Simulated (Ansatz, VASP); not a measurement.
## Two plane-wave programs on Co

```
Co
1.0
     0.00000    2.58209    2.58209
     2.58209    0.00000    2.58209
     2.58209    2.58209    0.00000
Co
2
Direct
  0.12500 0.12500 0.12500
  0.87500 0.87500 0.87500
```

Alike in both runs: task single point; functional RPBE; k mesh 12 × 12 × 12; occupations fermi-dirac, width 0.1 eV; no spin polarisation.

|  | VASP | Ansatz |
| --- | --- | --- |
| version | VASP 6.6.1 | Ansatz 0.2.0 |
| potentials or method | VASP PAW PBE potentials, release 64 (Co), cutoff 520 eV | plane waves (420 eV) with PAW, scalar-relativistic |
| valence electrons in the cell | 18 | 34 |

```tsv
	VASP	Ansatz	Ansatz less VASP
pressure (GPa)	-10.4	-10.2	+0.14
```

VASP's potentials were made for PBE, not for RPBE. The functional is the same, so the differences come from potentials, cutoffs and numerics. VASP's potentials hold 18 valence electrons a cell and Ansatz's 34, so a difference there can come from the potentials and not from the codes.
